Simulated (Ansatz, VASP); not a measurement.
**Bi in VASP and in Ansatz**

```xyz
2
Lattice="2.2673 1.3091 3.8817 -2.2673 1.3091 3.8817 0.0000 -2.6181 3.8817" Properties=species:S:1:pos:R:3 pbc="T T T"
Bi    0.0000    0.0000    2.7614
Bi    0.0000    0.0000    8.8838
```

Alike in both runs: task relaxation of cell and atoms; functional LDA; k mesh 12 × 12 × 12; occupations gaussian, width 0.1 eV; no spin polarisation.

```csv
,VASP,Ansatz
version,VASP 6.6.1,Ansatz 0.2.0
potentials or method,"VASP PAW LDA potentials, release 64 (Bi_d), cutoff 600 eV","scalar-relativistic, plane waves, PAW"
valence electrons in the cell,30,30
```

VASP gave:

| Item | Value |
| --- | --- |
| gap on the k mesh at the Fermi level, each at its own relaxed structure (eV) | none |
| relaxed volume (Å³/atom) | 33.58 |
| relaxed length of the cell vector where the two differ most in proportion (Å) | 4.629 |

**Question.** Estimate Ansatz's values.

**Answer.** gap on the k mesh at the Fermi level, each at its own relaxed structure (eV): none; relaxed volume (Å³/atom): 33.51; relaxed length of the cell vector where the two differ most in proportion (Å): 4.628.

LDA's correlation is that of Perdew and Zunger in VASP and of Perdew and Wang (1992) in Ansatz. A gap of «none» marks a metal or a gap that the smearing closes.

Spin-orbit coupling is off throughout.
